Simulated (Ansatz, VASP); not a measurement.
# C: VASP beside Ansatz

```
C
1.0
     0.00000    1.78012    1.78012
     1.78012    0.00000    1.78012
     1.78012    1.78012    0.00000
C
2
Direct
  0.00000 0.00000 0.00000
  0.25000 0.25000 0.25000
```

Alike in both runs: task single point; functional PBE-based screened hybrid; k mesh 6 × 6 × 6; no spin polarisation.

```csv
,VASP,Ansatz
version,VASP 6.6.1,Ansatz 0.2.0
potentials or method,"VASP PAW PBE potentials, release 64 (C)",plane waves
plane-wave cutoff (eV),520,420
occupations,"gaussian, width 0.01 eV",fixed
valence electrons in the cell,8,8
```

Ansatz gave:

```
gap on the k mesh at the Fermi level (eV) : 6.00
pressure (GPa)                            : -19.2
```

**Question.** Estimate VASP's values.

**Answer.** gap on the k mesh at the Fermi level (eV): 5.99; pressure (GPa): -18.0.

VASP's potentials were made for PBE, not for PBE-based screened hybrid. Ansatz's warnings: stress exchange threshold loose, stress scf threshold loose.

The k mesh is coarse, so the values compare programs but aren't converged.
